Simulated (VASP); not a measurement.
Write the native input for VASP 6.6.1 that does the following.

| Item | Value |
| --- | --- |
| Task | single point |
| Functional | PBE |
| Dispersion | D3(BJ) |
| Potentials or basis | VASP PAW PBE potentials, release 64 (Li_sv) |
| Cutoff | 520 eV |
| k mesh | 18 × 18 × 6 |
| Occupations | gaussian, width 0.1 eV |
| Spin | no spin polarisation |
| Dipole correction | no |
| k mesh for the DOS | 27 × 27 × 9 |
| Occupations for the DOS | tetrahedron |
| Further INCAR settings | ALGO = Fast; EDIFF = 1e-06 |

Li:

```xyz
4
Lattice="2.9500 0.0000 0.0000 -1.4750 2.5548 0.0000 0.0000 0.0000 9.6878" Properties=species:S:1:pos:R:3 pbc="T T T"
Li    0.0000    0.0000    0.0000
Li    0.0000    1.7032    2.4220
Li    0.0000    0.0000    4.8439
Li    1.4750    0.8516    7.2659
```

This isn't the form of Li at room conditions, which is bcc.

These files were run (other wordings do the same):

POSCAR

```
Li
1.0
    2.9500393383      0.0000000000      0.0000000000
   -1.4750196692      2.5548090092      0.0000000000
    0.0000000000      0.0000000000      9.6878098281
Li
4
Direct
    0.0000000000      0.0000000000      0.0000000000
    0.3333333333      0.6666666667      0.2500000000
    0.0000000000      0.0000000000      0.5000000000
    0.6666666667      0.3333333333      0.7500000000
```

INCAR.step1

```
PREC = Accurate
ENCUT = 520
EDIFF = 1E-6
ISMEAR = 0
SIGMA = 0.1
LREAL = F
LASPH = T
NELM = 100
ALGO = Fast
ISIF = 2
LWAVE = F
LCHARG = T
GGA = PE
IVDW = 12
NBANDS = 14
```

KPOINTS.step1

```
regular mesh
0
Gamma
  18 18 6
```

INCAR.step2

```
PREC = Accurate
ENCUT = 520
EDIFF = 1E-6
ISMEAR = -5
SIGMA = 0.1
LREAL = F
LASPH = T
NELM = 100
ALGO = Fast
ISIF = 2
LWAVE = F
LCHARG = F
GGA = PE
IVDW = 12
LORBIT = 11
NEDOS = 1001
ICHARG = 11
```

KPOINTS.step2

```
regular mesh
0
Gamma
  27 27 9
```

Potentials or basis: VASP PAW PBE potentials, release 64 (Li_sv).

Command:

```bash
$ cat potpaw_PBE.64/Li_sv/POTCAR > POTCAR
$ cp INCAR.step1 INCAR
$ cp KPOINTS.step1 KPOINTS
$ mpirun -np 1 vasp_std > vasp.out
$ cp INCAR.step2 INCAR
$ cp KPOINTS.step2 KPOINTS
$ mpirun -np 1 vasp_std > vasp.out
```

Results of the run:

```yaml
Valence_electrons_inside_the_program's_atomic_spheres: Li 2.08
Dispersion_energy_per_atom: -0.188 eV
```

It took 11 min on 1 thread of Intel Xeon 8259CL, on a shared host, peak memory 0.35 GiB.
